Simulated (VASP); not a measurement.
Input of a VASP 6.6.1 run:

INCAR

```
PREC = Accurate ; ENCUT = 520
EDIFF = 1E-7 ; ISMEAR = 0
SIGMA = 0.1 ; LREAL = F
LASPH = T ; NELM = 80
ALGO = Normal ; ISIF = 2
LWAVE = F ; LCHARG = F
GGA = PE ; NBANDS = 14
```

The input KPOINTS:

```
regular mesh
0
Gamma
  24 24 24
```

The input POSCAR:

```
CoC
1.0
    0.0000000000      2.0012239817      2.0012239817
    2.0012239817      0.0000000000      2.0012239817
    2.0012239817      2.0012239817      0.0000000000
Co C
1 1
Direct
    0.0000000000      0.0000000000      0.0000000000
    0.5000000000      0.5000000000      0.5000000000
```

Potentials or basis: VASP PAW PBE potentials, release 64 (Co, C).

Command:

```console
$ cat potpaw_PBE.64/Co/POTCAR potpaw_PBE.64/C/POTCAR > POTCAR
$ mpirun -np 1 vasp_std > vasp.out
```

Q: Predict the pressure.

A: 0.0 GPa.

Spin polarisation is off, so any magnetic state and its effect on volume and gap are missing.
